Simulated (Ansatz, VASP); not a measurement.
# CsSnI3: VASP beside Ansatz

The input INCAR:

```
SYSTEM = CsSnI3
PREC = Accurate ; ENCUT = 520
EDIFF = 1E-6 ; ISMEAR = 0
SIGMA = 0.03 ; LREAL = .FALSE.
LASPH = .TRUE. ; NELM = 60
ALGO = Normal ; ISIF = 2
LWAVE = .FALSE. ; LCHARG = .FALSE.
GGA = PE ; NBANDS = 30
```

The input KPOINTS:

```
Automatic mesh
0
G
  6 6 6
  0 0 0
```

Contents of POSCAR:

```
CsSnI3
1.0
    6.0195290000      0.0000000000      0.0000000000
    0.0000000000      6.0195290000      0.0000000000
    0.0000000000      0.0000000000      6.3918710000
Cs Sn I
1 1 3
Direct
    0.0000000000      0.0000000000      0.0000000000
    0.5000000000      0.5000000000      0.5000000000
    0.0000000000      0.5000000000      0.5000000000
    0.5000000000      0.0000000000      0.5000000000
    0.5000000000      0.5000000000      0.0000000000
```

Input for Ansatz:

```yaml
crystal:
  lattice:
    - [6.019529, 0.0, 0.0]
    - [0.0, 6.019529, 0.0]
    - [0.0, 0.0, 6.391871]
  atoms:
    - { symbol: Cs, position: [0.0, 0.0, 0.0] }
    - { symbol: Sn, position: [0.5, 0.5, 0.5] }
    - { symbol: I, position: [0.0, 0.5, 0.5] }
    - { symbol: I, position: [0.5, 0.0, 0.5] }
    - { symbol: I, position: [0.5, 0.5, 0.0] }
basis:
  ecutwfc: 420
kpoints:
  mp_grid: { grid: [6, 6, 6] }
hamiltonian:
  xc: pbe
scf:
  occupations: { method: gaussian, width: 0.03 }
output:
  forces: true
  stress: true
  eigenvalues: true
```

Change from the starting cell: strain -0.030 along x and y, +0.030 along z, atoms carried along.

Alike in both runs: task single point; functional PBE; k mesh 6 × 6 × 6; occupations gaussian, width 0.03 eV; no spin polarisation.

|  | VASP | Ansatz |
| --- | --- | --- |
| version | VASP 6.6.1 | Ansatz 0.2.0 |
| potentials or method | VASP PAW PBE potentials, release 64 (Cs_sv, Sn_d, I), cutoff 520 eV | scalar-relativistic, plane waves, PAW |
| valence electrons in the cell | 44 | 74 |

|  | VASP | Ansatz | Ansatz less VASP |
| --- | --- | --- | --- |
| gap on the k mesh at the Fermi level (eV) | 0.15 | 0.14 | -0.007 |
| least direct gap on the mesh (eV) | 0.15 | 0.14 | -0.007 |
| pressure (GPa) | 1.4 | 1.4 | 0.00 |
| traceless stress, the component that is largest in VASP (GPa) | -1.52 | -1.52 | +0.001 |

With one functional, cell and mesh, what is left measures potentials, basis and numerics. VASP's potentials hold 44 valence electrons a cell and Ansatz's 74, so a difference there can come from the potentials and not from the codes.

Neither program's run includes spin-orbit coupling.
